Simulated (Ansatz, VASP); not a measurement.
# One calculation of V, two programs

```
V
1.0
     2.54233    0.00000    0.00000
    -1.27117    2.20173    0.00000
     0.00000    0.00000    4.55747
V
2
Direct
  0.33333 0.66667 0.25000
  0.66667 0.33333 0.75000
```

Alike in both runs: task single point; functional PBE; k mesh 16 × 16 × 8; occupations fermi-dirac, width 0.1 eV; no spin polarisation.

|  | VASP | Ansatz |
| --- | --- | --- |
| version | VASP 6.6.1 | Ansatz 0.2.0 |
| potentials or method | VASP PAW PBE potentials, release 64 (V_sv), cutoff 520 eV | plane waves (420 eV) with PAW, scalar-relativistic |
| valence electrons in the cell | 26 | 26 |

|  | VASP | Ansatz | Ansatz less VASP |
| --- | --- | --- | --- |
| pressure (GPa) | 17.1 | 16.9 | -0.27 |
| traceless stress, the component that is largest in VASP (GPa) | 0.11 | 0.15 | +0.036 |

With one functional, cell and mesh, what is left measures potentials, basis and numerics.
